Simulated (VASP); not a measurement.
**Hf: relaxation of cell and atoms with PBEsol**

The system is Hf.

```xyz
1
Lattice="0.0000 2.2200 2.2200 2.2200 0.0000 2.2200 2.2200 2.2200 0.0000" Properties=species:S:1:pos:R:3 pbc="T T T"
Hf    0.0000    0.0000    0.0000
```

```json
{
 "Program": "VASP 6.6.1",
 "Task": "relaxation of cell and atoms",
 "Functional": "PBEsol",
 "Potentials or basis": "VASP PAW PBE potentials, release 64 (Hf_pv)",
 "Cutoff": "600 eV",
 "k mesh": "10 × 10 × 10",
 "Occupations": "fermi-dirac, width 0.05 eV",
 "Spin": "no spin polarisation",
 "Dipole correction": "no",
 "Further INCAR settings": "ALGO = Normal; EDIFF = 1e-06; IBRION = 2; EDIFFG = -0.005; NSW = 80; ISIF = 3"
}
```

The relaxed volume is 21.47 Å³/atom, the relaxed cell is a = 3.120 Å, b = 3.120 Å, c = 3.120 Å, α = 60.00°, β = 60.00°, γ = 60.00° and the space group after relaxing (to 0.05 Å) is Fm-3m (No. 225). The energy gained by relaxing is 2.7 meV/atom. The ionic steps are 3, the pressure after relaxing is 0.0 GPa and the band gap on the k mesh is zero (band 5 reaches 6.28 eV, above the bottom of band 6 at 4.47 eV).

Step by step:
| step | energy change (eV) | largest force (eV/Å) | pressure (GPa) | volume (Å³) |
| --- | --- | --- | --- | --- |
| 1 | 0.0000 | 0.0000 | -2.06 | 21.88 |
| 2 | 0.0010 | 0.0000 | 2.60 | 21.00 |
| 3 | -0.0027 | 0.0000 | -0.01 | 21.47 |

Final structure:
```yaml
crystal:
  lattice:
    - [0.00000, 2.20607, 2.20607]
    - [2.20607, 0.00000, 2.20607]
    - [2.20607, 2.20607, 0.00000]
  atoms:
    - { symbol: Hf, position: [0.00000, 0.00000, 0.00000] }
```

Levels at points of the mesh, in eV from the Fermi level:
| k point | band 2 | band 3 | band 4 | band 5 | band 6 | band 7 | band 8 | band 9 |
| --- | --- | --- | --- | --- | --- | --- | --- | --- |
| (0.00, 0.00, 0.00) | -29.82 | -29.82 | -7.37 | 1.40 | 1.40 | 1.40 | 4.33 | 4.33 |
| (0.50, 0.00, 0.00) | -29.94 | -29.94 | -3.77 | 0.74 | 1.16 | 1.16 | 6.59 | 6.59 |
| (0.50, 0.50, 0.00) | -30.15 | -30.15 | -3.45 | -2.29 | 2.76 | 6.59 | 7.26 | 7.26 |

Wall time 52 s on 1 thread of Intel Xeon 8259CL, with other jobs on the host, peak memory 0.17 GiB.

Caveat: the PAW data sets were made with another functional, which shifts forces and pressure a little; spin-orbit coupling is left out, which moves the levels of the heavy elements.
